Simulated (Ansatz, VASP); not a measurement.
# One calculation of LaTe, two programs

```
La Te
1.0
     0.00000    3.27398    3.27398
     3.27398    0.00000    3.27398
     3.27398    3.27398    0.00000
La Te
1 1
Direct
  0.00000 0.00000 0.00000
  0.50000 0.50000 0.50000
```

Change from the starting cell: volume scaled by 1.06, PAW files.

Alike in both runs: task electric field gradients; functional LDA; k mesh 10 × 10 × 10; occupations fermi-dirac, width 0.08 eV; no spin polarisation.

|  | VASP | Ansatz |
| --- | --- | --- |
| version | VASP 6.6.1 | Ansatz 0.2.0 |
| potentials or method | VASP PAW LDA potentials, release 64 (La, Te) | PAW with Ansatz's default frozen-core files, scalar-relativistic |
| plane-wave cutoff (eV) | 520 | 420 |
| valence electrons in the cell | 17 | 27 |

```tsv
	VASP	Ansatz	Ansatz less VASP
pressure (GPa)	-4.9	-5.0	-0.03
```

LDA's correlation is that of Perdew and Zunger in VASP and of Perdew and Wang (1992) in Ansatz. VASP's potentials hold 17 valence electrons a cell and Ansatz's 27, so a difference there can come from the potentials and not from the codes.

Spin-orbit coupling is off throughout.
